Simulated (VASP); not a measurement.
# Zn (Im-3m) in VASP: a series of runs

Zn is run at these levels: PBEsol; tasks: single point.

Program: VASP 6.6.1. These are calculated values, not measurements. Logs are shortened: lines on timing, memory, paths and dates and some standing lists are left out, and cuts for length are marked.

## (1) The cell of the first run

The structure is cubic, space group Im-3m (No. 229). Conventional cell: a = 3.017 Å, b = 3.017 Å, c = 3.017 Å, α = 90.00°, β = 90.00°, γ = 90.00°. Within 3.4 Å of Zn (site symmetry m-3m) lie 14 Zn at 2.61 to 3.02 Å.

## (2) Single point, PBEsol (volume scaled by 0.96)

INCAR

```
SYSTEM = Zn
  ALGO = Normal
  EDIFF = 1E-6
  ENCUT = 520
  GGA = PS
  ISIF = 2
  ISMEAR = -1
  LASPH = .True.
  LCHARG = .False.
  LREAL = .False.
  LWAVE = .False.
  NBANDS = 12
  NELM = 80
  PREC = Accurate
  SIGMA = 0.1
```

KPOINTS

```
k-points
0
Gamma
  16 16 16
  0 0 0
```

POSCAR

```
Zn
1.0
   -1.5085467994      1.5085467994      1.5085467994
    1.5085467994     -1.5085467994      1.5085467994
    1.5085467994      1.5085467994     -1.5085467994
Zn
1
Direct
    0.0000000000      0.0000000000      0.0000000000
```

Potentials or basis: VASP PAW PBE potentials, release 64 (Zn).

The run is started by

```sh
cat potpaw_PBE.64/Zn/POTCAR > POTCAR
mpirun -np 1 vasp_std > vasp.out
```

OUTCAR:

```text
SYSTEM = Zn
   EDIFF = 1E-6
   ENCUT = 520
   GGA = PS
   ISIF = 2
   ISMEAR = -1
   LASPH = .True.
   LREAL = .False.
   NELM = 80
   PREC = Accurate

 ion  position               nearest neighbor table
   1  0.000  0.000  0.000-

  LATTYP: Found a body centered cubic cell.
 ALAT       =     3.0170935988

  Lattice vectors:

 A1 = (  -1.5085467994,   1.5085467994,   1.5085467994)
 A2 = (   1.5085467994,  -1.5085467994,   1.5085467994)
 A3 = (   1.5085467994,   1.5085467994,  -1.5085467994)

Analysis of symmetry for initial positions (statically):
=====================================================================
 Subroutine PRICEL returns:
 Original cell was already a primitive cell.

 Routine SETGRP: Setting up the symmetry group for a
 body centered cubic supercell.

 Subroutine GETGRP returns: Found 48 space group operations
 (whereof 48 operations were pure point group operations)
 out of a pool of 48 trial point group operations.

The static configuration has the point symmetry O_h .

Analysis of symmetry for dynamics (positions and initial velocities):
=====================================================================
 Subroutine PRICEL returns:
 Original cell was already a primitive cell.

 Routine SETGRP: Setting up the symmetry group for a
 body centered cubic supercell.

 Subroutine GETGRP returns: Found 48 space group operations
 (whereof 48 operations were pure point group operations)
 out of a pool of 48 trial point group operations.

The dynamic configuration has the point symmetry O_h .

 Subroutine INISYM returns: Found 48 space group operations
 (whereof 48 operations are pure point group operations),
 and found     1 'primitive' translations

----------------------------------------------------------------------------------------

                                     Primitive cell

  volume of cell :      13.7321

  direct lattice vectors                    reciprocal lattice vectors
    -1.508546799  1.508546799  1.508546799     0.000000000  0.331444805  0.331444805
     1.508546799 -1.508546799  1.508546799     0.331444805  0.000000000  0.331444805
     1.508546799  1.508546799 -1.508546799     0.331444805  0.331444805  0.000000000

  length of vectors
     2.612879702  2.612879702  2.612879702     0.468733739  0.468733739  0.468733739

  position of ions in fractional coordinates (direct lattice)
     0.000000000  0.000000000  0.000000000

  ion indices of the primitive-cell ions
   primitive index   ion index
                 1           1

----------------------------------------------------------------------------------------

 KPOINTS: k-points

Automatic generation of k-mesh.
 Grid dimensions read from file:
 generate k-points for:   16   16   16

 Generating k-lattice:

  Cartesian coordinates                     Fractional coordinates (reciprocal lattice)
     0.000000000  0.020715300  0.020715300     0.062500000  0.000000000  0.000000000
     0.020715300  0.000000000  0.020715300     0.000000000  0.062500000  0.000000000
     0.020715300  0.020715300  0.000000000     0.000000000  0.000000000  0.062500000

  Length of vectors
     0.029295859  0.029295859  0.029295859

  Shift w.r.t. Gamma in fractional coordinates (k-lattice)
     0.000000000  0.000000000  0.000000000

 Subroutine IBZKPT returns following result:
 ===========================================

 Found    145 irreducible k-points:

 Following reciprocal coordinates:
            Coordinates               Weight
  0.000000  0.000000  0.000000      1.000000
  0.062500  0.000000  0.000000     12.000000
  0.125000  0.000000  0.000000     12.000000
  0.187500  0.000000  0.000000     12.000000
  0.250000  0.000000  0.000000     12.000000
  0.312500  0.000000  0.000000     12.000000
[... 16 lines left out ...]
  0.187500  0.187500  0.000000     24.000000
  0.250000  0.187500  0.000000     48.000000
 [... further k-points ...]
   k-points           NKPTS =    145   k-points in BZ     NKDIM =    145   number of bands    NBANDS=     12
[... 39 lines left out ...]
  volume of cell :       13.73
 maximum number of plane-waves:       380
   NGX =  9   NGY =  9   NGZ =  9

 number of electron      11.9999983 magnetization

 Free energy of the ion-electron system (eV)
  ---------------------------------------------------
  ext. energy  EPLUGINS =         0.00000000
  ---------------------------------------------------
  free energy    TOTEN  =        -1.48988352 eV

  energy without entropy =       -1.47970734  energy(sigma->0) =       -1.48479543

 E-fermi :   3.9340     XC(G=0): -12.2615

 val. band max:        3.8226432969   @ k =  -0.4375  -0.4375   0.1875
 cond. band min:       3.9354298930   @ k =  -0.4375  -0.4375   0.1250
 fundamental gap:      0.1127865961
 Fermi energy:         3.9340419665

 k-point     1 :       0.0000    0.0000    0.0000
  band No.  band energies     occupation
      1      -7.5407      2.00000
      2      -4.2771      2.00000
      3      -4.2771      2.00000
      4      -4.2771      2.00000
      5      -3.6596      2.00000
      6      -3.6596      2.00000
      7      24.7770      0.00000
      8      24.7770      0.00000
      9      24.7770      0.00000
     10      25.5823      0.00000
     11      25.5823      0.00000
     12      25.5823      0.00000

 k-point     2 :       0.0625    0.0000    0.0000
  band No.  band energies     occupation
      1      -7.4067      2.00000
      2      -4.2918      2.00000
      3      -4.2745      2.00000
      4      -4.2416      2.00000
      5      -3.6736      2.00000
      6      -3.6586      2.00000
      7      22.5174      0.00000
      8      23.6609      0.00000
      9      23.9404      0.00000
     10      24.7345      0.00000
     11      24.8366      0.00000
     12      25.4941      0.00000

 k-point     3 :       0.1250    0.0000    0.0000
  band No.  band energies     occupation
      1      -7.0123      2.00000
      2      -4.3335      2.00000
      3      -4.2654      2.00000
      4      -4.1389      2.00000
      5      -3.7068      2.00000
      6      -3.6556      2.00000
      7      19.0631      0.00000
      8      21.9218      0.00000
      9      22.3677      0.00000
     10      23.5129      0.00000
     11      24.1369      0.00000
     12      25.9088      0.00000
[... 286 lines left out ...]
 k-point    23 :       0.1875    0.1875    0.0000
  band No.  band energies     occupation
      1      -4.9448      2.00000
      2      -4.4276      2.00000
      3      -4.2918      2.00000
      4      -3.7815      2.00000
      5      -3.6032      2.00000
      6      -2.7443      2.00000
      7      11.7100      0.00000
      8      11.8845      0.00000
      9      17.5624      0.00000
     10      23.9740      0.00000
     11      25.1244      0.00000
     12      29.4396      0.00000

 k-point    24 :       0.2500    0.1875    0.0000
  band No.  band energies     occupation
      1      -4.8222      2.00000
      2      -4.4903      2.00000
      3      -4.1049      2.00000
      4      -3.7567      2.00000
      5      -3.5704      2.00000
      6      -1.6348      2.00000
      7       8.9649      0.00000
      8      10.9808      0.00000
      9      16.7988      0.00000
     10      23.7871      0.00000
     11      25.9093      0.00000
     12      29.7905      0.00000

 [... further k-points ...]
[... 5 lines left out ...]
  --------------------------------------------------------------------------------------
  -------------------------------------------------------------------------------------
  Total        0.3816555      0.3816555      0.3816555      0.0000000      0.0000000      0.0000000
  in kB       44.5292893     44.5292893     44.5292893      0.0000000      0.0000000      0.0000000
  external PRESSURE =      44.5292893 kB  Pullay stress =       0.0000000 kB

 VOLUME and BASIS-vectors are now :
 -----------------------------------------------------------------------------
  energy-cutoff  :      520.00
  volume of cell :       13.73
      direct lattice vectors                 reciprocal lattice vectors
    -1.508546799  1.508546799  1.508546799     0.000000000  0.331444805  0.331444805
     1.508546799 -1.508546799  1.508546799     0.331444805  0.000000000  0.331444805
     1.508546799  1.508546799 -1.508546799     0.331444805  0.331444805  0.000000000

 POSITION                                       TOTAL-FORCE (eV/Angst)
 -----------------------------------------------------------------------------------
      0.00000      0.00000      0.00000         0.000000     -0.000000      0.000000
 -----------------------------------------------------------------------------------
    total drift:                                0.000000      0.000000      0.000000

  FREE ENERGIE OF THE ION-ELECTRON SYSTEM (eV)
  ---------------------------------------------------
  free  energy   TOTEN  =        -1.4898835243 eV

  energy  without entropy=       -1.4797073413  energy(sigma->0) =       -1.48479543
```

It took 30 s on 1 thread of Intel Xeon 8259CL, shared host; peak memory 0.14 GiB.

Results:

```
Free energy            : -1.4899 eV
Pressure               : 4.5 GPa
Band gap on the k mesh : zero (band 6 reaches 8.17 eV, above the bottom of band 7 at 3.04 eV)
```

Caveat: the cell differs from its parent crystal (volume scaled by 0.96); the PAW data sets were made with another functional, which shifts forces and pressure a little.

## (3) Single point, PBEsol

This run uses another cell than the first one, of 14.30 Å³/atom, 1.042 times its volume.

INCAR

```
SYSTEM = Zn
PREC     = Accurate       ! precision mode
ENCUT    = 520            ! plane-wave cutoff, eV
EDIFF    = 1E-6           ! SCF threshold, eV
ISMEAR   = -1             ! smearing method
SIGMA    = 0.1            ! smearing width, eV
LREAL    = .FALSE.        ! projectors in reciprocal space
LASPH    = .TRUE.         ! aspherical terms in the spheres
NELM     = 100            ! most SCF steps
ALGO     = Normal         ! electronic algorithm
ISIF     = 2              ! what is computed and relaxed
LWAVE    = .FALSE.        ! write WAVECAR
LCHARG   = .TRUE.         ! write CHGCAR
GGA      = PS             ! functional
LELF     = .TRUE.         ! ELF
LVHAR    = .TRUE.       
NBANDS   = 12             ! bands
```

KPOINTS

```
Automatic mesh
0
G
  16 16 16
  0 0 0
```

POSCAR

```
Zn
1.0
   -1.5292143923      1.5292143923      1.5292143923
    1.5292143923     -1.5292143923      1.5292143923
    1.5292143923      1.5292143923     -1.5292143923
Zn
1
Direct
    0.0000000000      0.0000000000      0.0000000000
```

Potentials or basis: VASP PAW PBE potentials, release 64 (Zn).

The run is started by

```sh
cat potpaw_PBE.64/Zn/POTCAR > POTCAR
mpirun -np 1 vasp_std > vasp.out
```

Wall time 34 s (1 thread of Intel Xeon 8259CL, shared host); peak memory 0.14 GiB.

Results (log left out):

* Free energy: -1.4987 eV
* Pressure: 0.6 GPa
* Band gap on the k mesh: zero (band 6 reaches 7.78 eV, above the bottom of band 7 at 2.63 eV)

Levels at points of the mesh, in eV from the Fermi level:
| k point | band 2 | band 3 | band 4 | band 5 | band 6 | band 7 | band 8 | band 9 | band 10 | band 11 |
| --- | --- | --- | --- | --- | --- | --- | --- | --- | --- | --- |
| (0.00, 0.00, 0.00) | -8.04 | -8.04 | -8.04 | -7.46 | -7.46 | 20.15 | 20.15 | 20.15 | 21.32 | 21.32 |
| (0.50, 0.00, 0.00) | -8.39 | -7.49 | -7.42 | -7.08 | -3.07 | -0.94 | 11.81 | 13.10 | 15.82 | 17.57 |
| (0.50, 0.50, 0.50) | -8.69 | -7.17 | -7.17 | -7.17 | 4.21 | 4.21 | 4.21 | 8.28 | 8.76 | 8.76 |

Caveat: the PAW data sets were made with another functional, which shifts forces and pressure a little.

## (4) Single point, PBEsol (volume scaled by 1.04)

INCAR

```
SYSTEM = Zn
PREC = Accurate
ENCUT = 520
EDIFF = 1E-7
ISMEAR = -1
SIGMA = 0.1
LREAL = .FALSE.
LASPH = .TRUE.
NELM = 60
ALGO = Normal
ISIF = 2
LWAVE = .FALSE.
LCHARG = .FALSE.
GGA = PS
NBANDS = 12
```

KPOINTS

```
regular mesh
0
G
  16 16 16
  0 0 0
```

POSCAR

```
Zn
1.0
   -1.5493379420      1.5493379420      1.5493379420
    1.5493379420     -1.5493379420      1.5493379420
    1.5493379420      1.5493379420     -1.5493379420
Zn
1
Direct
    0.0000000000      0.0000000000      0.0000000000
```

The run is started by

```sh
cat potpaw_PBE.64/Zn/POTCAR > POTCAR
mpirun -np 1 vasp_std > vasp.out
```

Wall time 31 s (1 thread of Intel Xeon 8259CL, shared host); peak memory 0.14 GiB.

Results (log left out):

| Property | Result |
| --- | --- |
| Free energy | -1.4955 eV |
| Pressure | -2.4 GPa |
| Band gap on the k mesh | zero (band 6 reaches 7.41 eV, above the bottom of band 7 at 2.26 eV) |

Levels at points of the mesh, in eV from the Fermi level:
| k point | band 4 | band 5 | band 6 | band 7 | band 8 | band 9 |
| --- | --- | --- | --- | --- | --- | --- |
| (0.00, 0.00, 0.00) | -7.88 | -7.35 | -7.35 | 19.51 | 19.51 | 19.51 |
| (0.50, 0.00, 0.00) | -7.31 | -6.99 | -2.87 | -0.99 | 11.50 | 12.86 |
| (0.50, 0.50, 0.50) | -7.07 | -7.07 | 4.17 | 4.17 | 4.17 | 7.83 |

Caveat: the cell differs from its parent crystal (volume scaled by 1.04); the PAW data sets were made with another functional, which shifts forces and pressure a little.

## (5) Single point, PBEsol (volume scaled by 1.08)

INCAR

```
SYSTEM = Zn
  PREC = Accurate
  ENCUT = 520
  EDIFF = 1E-6
  ISMEAR = -1
  SIGMA = 0.1
  LREAL = .False.
  LASPH = .True.
  NELM = 60
  ALGO = Normal
  ISIF = 2
  LWAVE = .False.
  LCHARG = .False.
  GGA = PS
  NBANDS = 12
```

KPOINTS

```
regular mesh
0
Gamma
  16 16 16
  0 0 0
```

POSCAR

```
Zn
1.0
   -1.5689518969      1.5689518969      1.5689518969
    1.5689518969     -1.5689518969      1.5689518969
    1.5689518969      1.5689518969     -1.5689518969
Zn
1
Direct
    0.0000000000      0.0000000000      0.0000000000
```

The run is started by

```sh
cat potpaw_PBE.64/Zn/POTCAR > POTCAR
mpirun -np 1 vasp_std > vasp.out
```

Wall time 27 s (1 thread of Intel Xeon 8259CL, shared host); peak memory 0.14 GiB.

Results (log left out):

```yaml
Free_energy: -1.4827 eV
Pressure: -4.6 GPa
Band_gap_on_the_k_mesh: zero (band 6 reaches 7.08 eV, above the bottom of band 7 at 1.92 eV)
```

Levels at points of the mesh, in eV from the Fermi level:
```tsv
k point	band 3	band 4	band 5	band 6	band 7	band 8	band 9	band 10
(0.00, 0.00, 0.00)	-7.74	-7.74	-7.24	-7.24	18.91	18.91	18.91	20.70
(0.50, 0.00, 0.00)	-7.27	-7.21	-6.91	-2.68	-1.02	11.22	12.62	15.23
(0.50, 0.50, 0.50)	-6.99	-6.99	-6.99	4.14	4.14	4.14	7.41	8.52
```

Caveat: the cell differs from its parent crystal (volume scaled by 1.08); the PAW data sets were made with another functional, which shifts forces and pressure a little.

## (6) Single point, PBEsol (volume scaled by 1.12)

INCAR

```
SYSTEM = Zn
PREC     = Accurate       ! precision mode
ENCUT    = 520            ! plane-wave cutoff, eV
EDIFF    = 1E-6           ! SCF threshold, eV
ISMEAR   = -1             ! smearing method
SIGMA    = 0.1            ! smearing width, eV
LREAL    = .FALSE.        ! projectors in reciprocal space
LASPH    = .TRUE.         ! aspherical terms in the spheres
NELM     = 80             ! most SCF steps
ALGO     = Normal         ! electronic algorithm
ISIF     = 2              ! what is computed and relaxed
LWAVE    = .FALSE.        ! write WAVECAR
LCHARG   = .FALSE.        ! write CHGCAR
GGA      = PS             ! functional
NBANDS   = 12             ! bands
```

KPOINTS

```
regular mesh
0
G
  16 16 16
  0 0 0
```

POSCAR

```
Zn
1.0
   -1.5880873425      1.5880873425      1.5880873425
    1.5880873425     -1.5880873425      1.5880873425
    1.5880873425      1.5880873425     -1.5880873425
Zn
1
Direct
    0.0000000000      0.0000000000      0.0000000000
```

Potentials or basis: VASP PAW PBE potentials, release 64 (Zn).

The run is started by

```sh
cat potpaw_PBE.64/Zn/POTCAR > POTCAR
mpirun -np 1 vasp_std > vasp.out
```

Run time: 28 s. Hardware: 1 thread of Intel Xeon 8259CL, shared host; peak memory 0.14 GiB.

It converged, with:

| Property | Result |
| --- | --- |
| Free energy | -1.4625 eV |
| Pressure | -6.4 GPa |
| Band gap on the k mesh | zero (band 6 reaches 6.76 eV, above the bottom of band 7 at 1.60 eV) |

Levels at points of the mesh, in eV from the Fermi level:
```csv
k point,band 2,band 3,band 4,band 5,band 6,band 7,band 8,band 9,band 10,band 11
"(0.00, 0.00, 0.00)",-7.62,-7.62,-7.62,-7.15,-7.15,18.35,18.35,18.35,20.41,20.41
"(0.50, 0.00, 0.00)",-7.90,-7.17,-7.12,-6.84,-2.51,-1.06,10.95,12.40,14.96,16.25
"(0.50, 0.50, 0.50)",-8.12,-6.91,-6.91,-6.91,4.10,4.10,4.10,7.02,8.41,8.41
```

Caveat: the cell differs from its parent crystal (volume scaled by 1.12); the PAW data sets were made with another functional, which shifts forces and pressure a little.

## (7) Single point, PBEsol

This run uses another cell than the first one, of 14.30 Å³/atom, 1.042 times its volume.

INCAR

```
SYSTEM = Zn
PREC = Accurate
ENCUT = 520
EDIFF = 1E-7
ISMEAR = -1
SIGMA = 0.1
LREAL = .FALSE.
LASPH = .TRUE.
NELM = 60
ALGO = Normal
ISIF = 2
LWAVE = .FALSE.
LCHARG = .TRUE.
GGA = PS
LELF = .TRUE.
LVHAR = .TRUE.
NBANDS = 12
```

KPOINTS

```
regular mesh
0
G
  24 24 24
  0 0 0
```

POSCAR

```
Zn
1.0
   -1.5292143923      1.5292143923      1.5292143923
    1.5292143923     -1.5292143923      1.5292143923
    1.5292143923      1.5292143923     -1.5292143923
Zn
1
Direct
    0.0000000000      0.0000000000      0.0000000000
```

The run is started by

```sh
cat potpaw_PBE.64/Zn/POTCAR > POTCAR
mpirun -np 1 vasp_std > vasp.out
```

Run time: 75 s. Hardware: 1 thread of Intel Xeon 8259CL, shared host; peak memory 0.18 GiB.

It converged, with:

* Free energy: -1.4967 eV
* Pressure: 0.5 GPa
* Band gap on the k mesh: zero (band 6 reaches 7.78 eV, above the bottom of band 7 at 2.63 eV)

Levels at points of the mesh, in eV from the Fermi level:
```
           k point  band 3  band 4  band 5  band 6  band 7  band 8  band 9  band 10
(0.00, 0.00, 0.00)   -8.01   -8.01   -7.44   -7.44   20.18   20.18   20.18    21.35
(0.50, 0.00, 0.00)   -7.47   -7.40   -7.05   -3.05   -0.92   11.83   13.12    15.85
(0.50, 0.50, 0.50)   -7.15   -7.15   -7.15    4.23    4.23    4.23    8.31     8.79
```

Caveat: the PAW data sets were made with another functional, which shifts forces and pressure a little.

## (8) The runs side by side

| cell | k mesh | gap on the mesh (eV) | pressure (GPa) |
| --- | --- | --- | --- |
| a = 2.613 Å, angles 109.5°, 1 atom | 16 × 16 × 16 | none | 4.5 |
| a = 2.649 Å, angles 109.5°, 1 atom | 16 × 16 × 16 | none | 0.6 |
| a = 2.684 Å, angles 109.5°, 1 atom | 16 × 16 × 16 | none | -2.4 |
| a = 2.718 Å, angles 109.5°, 1 atom | 16 × 16 × 16 | none | -4.6 |
| a = 2.751 Å, angles 109.5°, 1 atom | 16 × 16 × 16 | none | -6.4 |
| a = 2.649 Å, angles 109.5°, 1 atom | 24 × 24 × 24 | none | 0.5 |

Alike in all rows: task single point; level PBEsol; potentials or basis VASP PAW PBE potentials, release 64 (Zn); no spin polarisation; cutoff (eV) 520; smearing fermi-dirac 0.1 eV.

Caveats: the PAW data sets were made with another functional, which shifts forces and pressure a little.

Total energies depend on the potentials used, so only differences within one code and one set of settings carry meaning.
